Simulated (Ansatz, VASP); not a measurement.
# Co in VASP and in Ansatz

```
Co
1.0
     2.44311    0.00000    0.00000
    -1.22156    2.11580    0.00000
     0.00000    0.00000    7.92334
Co
4
Direct
  0.00000 0.00000 0.00000
  0.00000 0.00000 0.50000
  0.33333 0.66667 0.25000
  0.66667 0.33333 0.75000
```

Alike in both runs: task single point; functional revPBE; k mesh 16 × 16 × 5; occupations fermi-dirac, width 0.05 eV; collinear spin.

```csv
,VASP,Ansatz
version,VASP 6.6.1,Ansatz 0.2.0
potentials or method,"VASP PAW PBE potentials, release 64 (Co), cutoff 520 eV","plane waves (420 eV) with PAW, scalar-relativistic"
valence electrons in the cell,36,68
```

|  | VASP | Ansatz | Ansatz less VASP |
| --- | --- | --- | --- |
| pressure (GPa) | 18.5 | 19.5 | +0.95 |
| traceless stress, the component that is largest in VASP (GPa) | 0.29 | 0.28 | -0.011 |
| net moment per atom (μB) | 1.58 | 1.59 | +0.006 |
| size of the moment on the site where the two differ most (μB) | 1.60 | 1.67 | +0.068 |

VASP's potentials were made for PBE, not for revPBE. Site moments also hang on the region over which each program counts them. The functional is the same, so the differences come from potentials, cutoffs and numerics. VASP's potentials hold 36 valence electrons a cell and Ansatz's 68, so a difference there can come from the potentials and not from the codes.
